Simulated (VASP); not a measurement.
# Y2LuN3 (P-3m1) in VASP: further runs

Y2LuN3 is run at these levels: PBE; tasks: single point.

Program: VASP 6.6.1. These are calculated values, not measurements. Logs are shortened: lines on timing, memory, paths and dates and some standing lists are left out, and cuts for length are marked.

### 1 The cell of the first run

The structure is trigonal, space group P-3m1 (No. 164). The conventional cell has a = 3.435 Å, b = 3.435 Å, c = 8.416 Å, α = 90.00°, β = 90.00°, γ = 120.00°. Y (site symmetry 3m) has 6 N at 2.44 Å within 3.2 Å. Within 3.2 Å of Lu (site symmetry -3m) lie 6 N at 2.41 Å. N (site symmetry 3m) has 3 Lu at 2.41 Å and 3 Y at 2.44 Å within 3.2 Å. Within 3.2 Å of N (site symmetry -3m) lie 6 Y at 2.44 Å.

The cell was built from a structure type or drawn by symmetry, and may not be a known phase.

### 2 Single point, PBE

The input, INCAR:

```
SYSTEM = Y2LuN3
PREC = Accurate ; ENCUT = 520
EDIFF = 1E-7 ; ISMEAR = 0
SIGMA = 0.1 ; LREAL = .FALSE.
LASPH = .TRUE. ; NELM = 100
ALGO = Normal ; ISIF = 2
LWAVE = .FALSE. ; LCHARG = .FALSE.
GGA = PE ; NBANDS = 40
```

The input, KPOINTS:

```
Automatic mesh
0
G
  6 6 2
  0 0 0
```

The input, POSCAR:

```
Y2LuN3
1.0
    3.4352121000      0.0000000000      0.0000000000
   -1.7176061000      2.9749810000      0.0000000000
    0.0000000000      0.0000000000      8.4162372000
Y Lu N
2 1 3
Direct
    0.3333333000      0.6666667000      0.6690290000
    0.6666667000      0.3333333000      0.3309710000
    0.0000000000      0.0000000000      0.0000000000
    0.3333333000      0.6666667000      0.1617350000
    0.6666667000      0.3333333000      0.8382650000
    0.0000000000      0.0000000000      0.5000000000
```

Potentials or basis: VASP PAW PBE potentials, release 64 (Y_sv, Lu, N).

Command:

```console
> cat potpaw_PBE.64/Y_sv/POTCAR potpaw_PBE.64/Lu/POTCAR potpaw_PBE.64/N/POTCAR > POTCAR
> mpirun -np 1 vasp_std > vasp.out
```

OUTCAR:

```text
SYSTEM = Y2LuN3
   PREC = Accurate
   ENCUT = 520
   EDIFF = 1E-7
   ISMEAR = 0
   LREAL = .FALSE.
   LASPH = .TRUE.
   NELM = 100
   ISIF = 2
   GGA = PE

 ion  position               nearest neighbor table
   1  0.333  0.667  0.669-   6 2.44   6 2.44   6 2.44   5 2.44   5 2.44   5 2.44   3 3.42   3 3.42
                             3 3.42   2 3.47   2 3.47   2 3.47
   2  0.667  0.333  0.331-   6 2.44   6 2.44   6 2.44   4 2.44   4 2.44   4 2.44   3 3.42   3 3.42
                             3 3.42   1 3.47   1 3.47   1 3.47
   3  0.000  0.000  0.000-   4 2.41   5 2.41   5 2.41   4 2.41   5 2.41   4 2.41   1 3.42   2 3.42
                             1 3.42   2 3.42   2 3.42   1 3.42
   4  0.333  0.667  0.162-   3 2.41   3 2.41   3 2.41   2 2.44   2 2.44   2 2.44
   5  0.667  0.333  0.838-   3 2.41   3 2.41   3 2.41   1 2.44   1 2.44   1 2.44
   6  0.000  0.000  0.500-   1 2.44   2 2.44   2 2.44   1 2.44   2 2.44   1 2.44

  LATTYP: Found a hexagonal cell.
 ALAT       =     3.4352121000
 C/A-ratio  =     2.4499905552

  Lattice vectors:

 A1 = (   3.4352121000,   0.0000000000,   0.0000000000)
 A2 = (  -1.7176061000,   2.9749810000,   0.0000000000)
 A3 = (   0.0000000000,   0.0000000000,   8.4162372000)

Analysis of symmetry for initial positions (statically):
=====================================================================
 Subroutine PRICEL returns:
 Original cell was already a primitive cell.

 Routine SETGRP: Setting up the symmetry group for a
 hexagonal supercell.

 Subroutine GETGRP returns: Found 12 space group operations
 (whereof 12 operations were pure point group operations)
 out of a pool of 24 trial point group operations.

The static configuration has the point symmetry D_3d.

Analysis of symmetry for dynamics (positions and initial velocities):
=====================================================================
 Subroutine PRICEL returns:
 Original cell was already a primitive cell.

 Routine SETGRP: Setting up the symmetry group for a
 hexagonal supercell.

 Subroutine GETGRP returns: Found 12 space group operations
 (whereof 12 operations were pure point group operations)
 out of a pool of 24 trial point group operations.

The dynamic configuration has the point symmetry D_3d.

 Subroutine INISYM returns: Found 12 space group operations
 (whereof 12 operations are pure point group operations),
 and found     1 'primitive' translations

----------------------------------------------------------------------------------------

                                     Primitive cell

  volume of cell :      86.0113

  direct lattice vectors                    reciprocal lattice vectors
     3.435212100  0.000000000  0.000000000     0.291102840  0.168068305  0.000000000
    -1.717606100  2.974981000  0.000000000     0.000000000  0.336136601  0.000000000
     0.000000000  0.000000000  8.416237200     0.000000000  0.000000000  0.118817944

  length of vectors
     3.435212100  3.435212172  8.416237200     0.336136608  0.336136601  0.118817944

  position of ions in fractional coordinates (direct lattice)
     0.333333300  0.666666700  0.669029000
     0.666666700  0.333333300  0.330971000
     0.000000000  0.000000000  0.000000000
     0.333333300  0.666666700  0.161735000
     0.666666700  0.333333300  0.838265000
     0.000000000  0.000000000  0.500000000

  ion indices of the primitive-cell ions
   primitive index   ion index
                 1           1
                 2           2
                 3           3
                 4           4
                 5           5
                 6           6

----------------------------------------------------------------------------------------

 KPOINTS: Automatic mesh

Automatic generation of k-mesh.
 Grid dimensions read from file:
 generate k-points for:    6    6    2

 Generating k-lattice:

  Cartesian coordinates                     Fractional coordinates (reciprocal lattice)
     0.048517140  0.028011384  0.000000000     0.166666667  0.000000000  0.000000000
     0.000000000  0.056022767  0.000000000     0.000000000  0.166666667  0.000000000
     0.000000000  0.000000000  0.059408972     0.000000000  0.000000000  0.500000000

  Length of vectors
     0.056022768  0.056022767  0.059408972

  Shift w.r.t. Gamma in fractional coordinates (k-lattice)
     0.000000000  0.000000000  0.000000000

 Subroutine IBZKPT returns following result:
 ===========================================

 Found     14 irreducible k-points:

 Following reciprocal coordinates:
            Coordinates               Weight
  0.000000  0.000000  0.000000      1.000000
  0.166667  0.000000  0.000000      6.000000
  0.333333 -0.000000  0.000000      6.000000
  0.500000  0.000000  0.000000      3.000000
  0.166667  0.166667  0.000000      6.000000
  0.333333  0.166667  0.000000     12.000000
  0.333333  0.333333  0.000000      2.000000
  0.000000  0.000000  0.500000      1.000000
[... 37 lines left out ...]
   EMIN   =  10.00;   EMAX   =-10.00  energy-range for DOS
   EFERMI =   0.00;   METHOD = LEGACY
   ISMEAR =     0;   SIGMA  =   0.10  broadening in eV -4-tet -1-fermi 0-gaus
   EFERMI_NEDOS =   21; number of points for ismear=-14 and -15
   IALGO  =     38    algorithm
   IMIX   =      4    mixing-type and parameters
     AMIX     =   0.40;   BMIX     =  1.00
     AMIX_MAG =   1.60;   BMIX_MAG =  1.00
  volume/ion in A,a.u.               =      14.34        96.74
  Fermi-wavevector in a.u.,A,eV,Ry     =   1.467867  2.773867 29.315584  2.154635
  Thomas-Fermi vector in A             =   2.583434
   LORBIT       =      0    0 simple, 1 ext, 2 COOP (PROOUT), +10 PAW based schemes
   GGA     = PE    functional components
   LHFCALC =     F    Hartree Fock is set to
   AEXX    =    0.0000 exact exchange contribution
   IVDW    =     0    specifies the selected vdW correction
   LEPSILON=     F    determine dielectric tensor
   LRPA    =     F    only Hartree local field effects (RPA)
 non-spin polarized calculation
 Gauss-broadening in eV      SIGMA  =   0.10
  energy-cutoff  :      520.00
  volume of cell :       86.01
 maximum number of plane-waves:      2348
 NGX is ok and might be reduce to    28
   NGX = 13   NGY = 13   NGZ = 31

 number of electron      61.9999992 magnetization

 Free energy of the ion-electron system (eV)
  ---------------------------------------------------
  ext. energy  EPLUGINS =         0.00000000
  ---------------------------------------------------
  free energy    TOTEN  =       -52.81518870 eV

  energy without entropy =      -52.81156466  energy(sigma->0) =      -52.81337668

 E-fermi :   3.9814     XC(G=0): -11.6004

 val. band max:        3.9304012660   @ k =   0.0000   0.0000   0.0000
 cond. band min:       4.0324223568   @ k =   0.5000   0.0000   0.0000
 fundamental gap:      0.1020210908
 Fermi energy:         3.9814019207

 k-point     1 :       0.0000    0.0000    0.0000
  band No.  band energies     occupation
      1     -50.5378      2.00000
      2     -36.9896      2.00000
      3     -36.9321      2.00000
      4     -21.4302      2.00000
      5     -21.0570      2.00000
      6     -21.0570      2.00000
[... 32 lines left out ...]
     39       9.0981      0.00000
     40       9.1163      0.00000

 k-point     2 :       0.1667    0.0000    0.0000
  band No.  band energies     occupation
      1     -50.5319      2.00000
      2     -36.9652      2.00000
      3     -36.9146      2.00000
      4     -21.3985      2.00000
      5     -21.1917      2.00000
      6     -21.0848      2.00000
[... 32 lines left out ...]
     39       9.8381      0.00000
     40      10.0278      0.00000

 k-point     3 :       0.3333   -0.0000    0.0000
  band No.  band energies     occupation
      1     -50.5202      2.00000
      2     -36.9139      2.00000
      3     -36.8811      2.00000
      4     -21.4496      2.00000
      5     -21.3318      2.00000
      6     -21.1397      2.00000
[... 423 lines left out ...]
  band No.  band energies     occupation
      1     -50.5143      2.00000
      2     -36.8855      2.00000
      3     -36.8669      2.00000
      4     -21.5050      2.00000
      5     -21.3005      2.00000
      6     -21.2371      2.00000
[... 32 lines left out ...]
     39      10.9940      0.00000
     40      11.2829      0.00000

 k-point    14 :       0.3333    0.3333    0.5000
  band No.  band energies     occupation
      1     -50.5114      2.00000
      2     -36.8655      2.00000
      3     -36.8655      2.00000
      4     -21.4110      2.00000
      5     -21.4110      2.00000
      6     -21.2838      2.00000
[... 32 lines left out ...]
     39      11.3935      0.00000
     40      11.5244      0.00000

------------------------ aborting loop because EDIFF is reached ----------------------------------------

  FORCE on cell =-STRESS in cart. coord.  units (eV):
  Direction    XX          YY          ZZ          XY          YZ          ZX
  --------------------------------------------------------------------------------------
  -------------------------------------------------------------------------------------
  Total        0.1295055      0.1295055      0.0426569     -0.0000000      0.0000000     -0.0000000
  in kB        2.4123652      2.4123653      0.7945911     -0.0000000      0.0000000     -0.0000000
  external PRESSURE =       1.8731072 kB  Pullay stress =       0.0000000 kB

 VOLUME and BASIS-vectors are now :
 -----------------------------------------------------------------------------
  energy-cutoff  :      520.00
  volume of cell :       86.01
      direct lattice vectors                 reciprocal lattice vectors
     3.435212100  0.000000000  0.000000000     0.291102840  0.168068305  0.000000000
    -1.717606100  2.974981000  0.000000000     0.000000000  0.336136601  0.000000000
     0.000000000  0.000000000  8.416237200     0.000000000  0.000000000  0.118817944

 POSITION                                       TOTAL-FORCE (eV/Angst)
 -----------------------------------------------------------------------------------
     -0.00000      1.98332      5.63071         0.000000     -0.000000     -0.012148
      1.71761      0.99166      2.78553        -0.000000      0.000000      0.012148
      0.00000      0.00000      0.00000         0.000000      0.000000      0.000000
     -0.00000      1.98332      1.36120        -0.000000      0.000000      0.045231
      1.71761      0.99166      7.05504        -0.000000      0.000000     -0.045231
      0.00000      0.00000      4.20812         0.000000      0.000000      0.000000
 -----------------------------------------------------------------------------------
    total drift:                                0.000000      0.000000      0.000000

  FREE ENERGIE OF THE ION-ELECTRON SYSTEM (eV)
  ---------------------------------------------------
  free  energy   TOTEN  =       -52.8151887013 eV

  energy  without entropy=      -52.8115646590  energy(sigma->0) =      -52.81337668
```

It took 54 s on 1 thread of AMD EPYC 9R45 (Zen 5), shared host; peak memory 0.21 GiB.

What came out:

```yaml
Free_energy: -52.8152 eV
Pressure: 0.2 GPa
Largest_force: 0.045 eV/Å
Band_gap_on_the_k_mesh: 0.10 eV (least direct gap 0.59 eV)
```

Forces on the atoms (eV/Å):
```
Y    0.000  0.000 -0.012
Y    0.000  0.000  0.012
Lu   0.000  0.000  0.000
N    0.000  0.000  0.045
N    0.000  0.000 -0.045
N    0.000  0.000  0.000
```

Levels at points of the mesh, in eV from the valence-band top:
```tsv
k point	band 28	band 29	band 30	band 31	band 32	band 33	band 34	band 35
(0.00, 0.00, 0.00)	-1.84	0.00	0.00	0.00	3.10	3.13	3.13	3.72
(0.50, 0.00, 0.00)	-1.91	-1.77	-0.49	-0.49	0.10	3.76	4.06	6.05
(0.00, 0.00, 0.50)	-0.92	-0.92	-0.72	-0.72	3.22	3.39	3.72	3.72
(0.50, 0.00, 0.50)	-1.58	-1.54	-1.04	-1.02	1.48	1.56	5.73	6.45
```

Caveat: spin-orbit coupling is left out, which moves the levels of the heavy elements. A k mesh can miss the band edges.

### 3 Single point, PBE (12.61 Å³/atom)

This run uses another cell than the first one, of 12.61 Å³/atom.

The input, INCAR:

```
PREC = Accurate
ENCUT = 520
EDIFF = 1E-6
ISMEAR = 0
SIGMA = 0.01
LREAL = F
LASPH = T
NELM = 80
ALGO = Normal
ISIF = 2
LWAVE = F
LCHARG = F
GGA = PE
NBANDS = 40
```

The input, KPOINTS:

```
Automatic mesh
0
Gamma
  12 12 4
```

The input, POSCAR:

```
Y2LuN3
1.0
    3.2914400594      0.0000000276      0.0000000000
   -1.6457200537      2.8504706927      0.0000000000
    0.0000000000      0.0000000000      8.0674421453
Y Lu N
2 1 3
Direct
    0.3333333333      0.6666666667      0.6692651781
    0.6666666667      0.3333333333      0.3307348219
    0.0000000000      0.0000000000      0.0000000000
    0.3333333333      0.6666666667      0.1608853864
    0.6666666667      0.3333333333      0.8391146136
    0.0000000000      0.0000000000      0.5000000000
```

Potentials or basis: VASP PAW PBE potentials, release 64 (Y_sv, Lu, N).

Command:

```console
> cat potpaw_PBE.64/Y_sv/POTCAR potpaw_PBE.64/Lu/POTCAR potpaw_PBE.64/N/POTCAR > POTCAR
> mpirun -np 1 vasp_std > vasp.out
```

It took 2.2 min on 1 thread of AMD EPYC 9R45 (Zen 5), shared host; peak memory 0.31 GiB.

Results (log left out):

* Free energy: -52.0297 eV
* Pressure: 27.2 GPa
* Largest force: 0.077 eV/Å
* Band gap on the k mesh: zero (bands 31 and 32 overlap by 0.25 eV)

Forces on the atoms (eV/Å):
```
Y    0.000  0.000 -0.009
Y    0.000  0.000  0.009
Lu   0.000  0.000  0.000
N    0.000  0.000  0.077
N    0.000  0.000 -0.077
N    0.000  0.000  0.000
```

Levels at points of the mesh, in eV from the Fermi level:
```csv
k point,band 29,band 30,band 31,band 32,band 33,band 34
"(0.00, 0.00, 0.00)",0.09,0.09,0.09,3.27,3.31,3.31
"(0.50, 0.00, 0.00)",-1.49,-0.32,-0.32,-0.16,4.10,4.40
"(0.00, 0.00, 0.50)",-1.07,-0.71,-0.71,3.47,3.68,4.03
"(0.50, 0.00, 0.50)",-1.50,-1.06,-0.94,1.50,1.54,6.42
```

Caveat: the cell stands under pressure; spin-orbit coupling is left out, which moves the levels of the heavy elements.

### 4 Single point, PBE (13.05 Å³/atom)

This run uses another cell than the first one, of 13.05 Å³/atom.

The input, INCAR:

```
SYSTEM = Y2LuN3
  ALGO = Normal
  EDIFF = 1E-7
  ENCUT = 520
  GGA = PE
  ISIF = 2
  ISMEAR = 0
  LASPH = .TRUE.
  LCHARG = .FALSE.
  LREAL = .FALSE.
  LWAVE = .FALSE.
  NBANDS = 40
  NELM = 100
  PREC = Accurate
  SIGMA = 0.01
```

The input, KPOINTS:

```
k-points
0
G
  12 12 4
  0 0 0
```

The input, POSCAR:

```
Y2LuN3
1.0
    3.3285139899      0.0000000280      0.0000000000
   -1.6642570192      2.8825776582      0.0000000000
    0.0000000000      0.0000000000      8.1576620092
Y Lu N
2 1 3
Direct
    0.3333333333      0.6666666667      0.6692171534
    0.6666666667      0.3333333333      0.3307828466
    0.0000000000      0.0000000000      0.0000000000
    0.3333333333      0.6666666667      0.1611050168
    0.6666666667      0.3333333333      0.8388949832
    0.0000000000      0.0000000000      0.5000000000
```

Command:

```console
> cat potpaw_PBE.64/Y_sv/POTCAR potpaw_PBE.64/Lu/POTCAR potpaw_PBE.64/N/POTCAR > POTCAR
> mpirun -np 1 vasp_std > vasp.out
```

Run time: 3.4 min. Hardware: 1 thread of AMD EPYC 9R45 (Zen 5), shared host; peak memory 0.35 GiB.

The run converged. Its results:

* Free energy: -52.4012 eV
* Pressure: 18.8 GPa
* Largest force: 0.070 eV/Å
* Band gap on the k mesh: zero (bands 31 and 32 overlap by 0.14 eV)

Forces on the atoms (eV/Å):
```
Y    0.000  0.000 -0.012
Y    0.000  0.000  0.012
Lu   0.000  0.000  0.000
N    0.000  0.000  0.070
N    0.000  0.000 -0.070
N    0.000  0.000  0.000
```

Levels at points of the mesh, in eV from the Fermi level:
```csv
k point,band 27,band 28,band 29,band 30,band 31,band 32,band 33,band 34,band 35,band 36
"(0.00, 0.00, 0.00)",-1.99,-1.99,0.04,0.04,0.04,3.21,3.25,3.25,4.42,4.49
"(0.50, 0.00, 0.00)",-2.23,-2.05,-1.60,-0.39,-0.39,-0.10,3.99,4.29,6.61,6.64
"(0.00, 0.00, 0.50)",-1.22,-1.05,-1.05,-0.73,-0.73,3.39,3.59,3.93,3.93,4.07
"(0.50, 0.00, 0.50)",-2.23,-1.59,-1.54,-1.08,-0.99,1.48,1.53,6.22,7.02,7.05
```

Caveat: the cell stands under pressure; spin-orbit coupling is left out, which moves the levels of the heavy elements.

### 5 Single point, PBE (13.48 Å³/atom)

This run uses another cell than the first one, of 13.48 Å³/atom.

The input, INCAR:

```
ALGO = Normal
EDIFF = 1E-6
ENCUT = 520
GGA = PE
ISIF = 2
ISMEAR = 0
LASPH = T
LCHARG = F
LREAL = F
LWAVE = F
NBANDS = 40
NELM = 100
PREC = Accurate
SIGMA = 0.01
```

The input, KPOINTS:

```
k-points
0
Gamma
  12 12 4
```

The input, POSCAR:

```
Y2LuN3
1.0
    3.3648976109      0.0000000283      0.0000000000
   -1.6824488299      2.9140867980      0.0000000000
    0.0000000000      0.0000000000      8.2453526421
Y Lu N
2 1 3
Direct
    0.3333333333      0.6666666667      0.6691921107
    0.6666666667      0.3333333333      0.3308078893
    0.0000000000      0.0000000000      0.0000000000
    0.3333333333      0.6666666667      0.1613034969
    0.6666666667      0.3333333333      0.8386965031
    0.0000000000      0.0000000000      0.5000000000
```

Command:

```console
> cat potpaw_PBE.64/Y_sv/POTCAR potpaw_PBE.64/Lu/POTCAR potpaw_PBE.64/N/POTCAR > POTCAR
> mpirun -np 1 vasp_std > vasp.out
```

Run time: 3 min. Hardware: 1 thread of AMD EPYC 9R45 (Zen 5), shared host; peak memory 0.35 GiB.

It converged, with:

| Property | Result |
| --- | --- |
| Free energy | -52.6464 eV |
| Pressure | 11.5 GPa |
| Largest force | 0.063 eV/Å |
| Band gap on the k mesh | zero (bands 31 and 32 overlap by 0.05 eV) |

Forces on the atoms (eV/Å):
```
Y    0.000  0.000 -0.020
Y    0.000  0.000  0.020
Lu   0.000  0.000  0.000
N    0.000  0.000  0.063
N    0.000  0.000 -0.063
N    0.000  0.000  0.000
```

Levels at points of the mesh, in eV from the Fermi level:
```csv
k point,band 28,band 29,band 30,band 31,band 32,band 33,band 34,band 35
"(0.00, 0.00, 0.00)",-1.94,0.03,0.03,0.03,3.18,3.21,3.21,4.21
"(0.50, 0.00, 0.00)",-2.01,-1.67,-0.43,-0.43,-0.03,3.91,4.22,6.41
"(0.00, 0.00, 0.50)",-1.00,-1.00,-0.73,-0.73,3.34,3.53,3.86,3.86
"(0.50, 0.00, 0.50)",-1.59,-1.54,-1.07,-1.00,1.48,1.54,6.05,6.82
```

Caveat: the cell stands under pressure; spin-orbit coupling is left out, which moves the levels of the heavy elements.

### 6 The runs side by side

```csv
cell,k mesh,smearing,gap on the mesh (eV),pressure (GPa),largest force (eV/Å)
"a = 3.435, b = 3.435, c = 8.416 Å, angles 90.0, 90.0, 120.0°, 6 atoms",6 × 6 × 2,gaussian 0.1 eV,0.10,0.2,0.05
"a = 3.291, b = 3.291, c = 8.067 Å, angles 90.0, 90.0, 120.0°, 6 atoms",12 × 12 × 4,gaussian 0.01 eV,none,27.2,0.08
"a = 3.329, b = 3.329, c = 8.158 Å, angles 90.0, 90.0, 120.0°, 6 atoms",12 × 12 × 4,gaussian 0.01 eV,none,18.8,0.07
"a = 3.365, b = 3.365, c = 8.245 Å, angles 90.0, 90.0, 120.0°, 6 atoms",12 × 12 × 4,gaussian 0.01 eV,none,11.5,0.06
```

Alike in all rows: task single point; level PBE; potentials or basis VASP PAW PBE potentials, release 64 (Y_sv, Lu, N); no spin polarisation; cutoff (eV) 520.

Caveats: spin-orbit coupling is left out, which moves the levels of the heavy elements; the cell stands under pressure (at least some runs).

Total energies depend on the potentials used, so only differences within one code and one set of settings carry meaning.
